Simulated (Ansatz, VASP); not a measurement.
One calculation of C, two programs

```xyz
4
Lattice="2.4737 0.0000 0.0000 -1.2369 2.1423 0.0000 0.0000 0.0000 4.1190" Properties=species:S:1:pos:R:3 pbc="T T T"
C     0.0000    1.4282   -0.0004
C     1.2369    0.7141    2.0591
C     0.0000    1.4282    1.5409
C     1.2369    0.7141    3.6003
```

Change from the starting cell: strained cell.

Alike in both runs: functional PBEsol; k mesh 9 × 9 × 6; occupations gaussian, width 0.02 eV; no spin polarisation.

Ansatz relaxed the structure, and its values are those at the end. VASP's run is a single point on that final structure, the one shown.

```csv
,VASP,Ansatz
version,VASP 6.6.1,Ansatz 0.2.0
potentials or method,"VASP PAW PBE potentials, release 64 (C_h), cutoff 1300 eV","scalar-relativistic, plane waves, PAW"
valence electrons in the cell,16,16
```

|  | VASP | Ansatz | Ansatz less VASP |
| --- | --- | --- | --- |
| gap on the k mesh at the Fermi level (eV) | 2.92 | 2.94 | +0.017 |
| least direct gap on the mesh (eV) | 4.96 | 4.96 | +0.003 |
| pressure (GPa) | 14.6 | 14.4 | -0.23 |

VASP's potentials were made for PBE, not for PBEsol, and Ansatz warns of the same on its side. With one functional, cell and mesh, what is left measures potentials, basis and numerics. Ansatz's warnings: stress scf threshold loose.
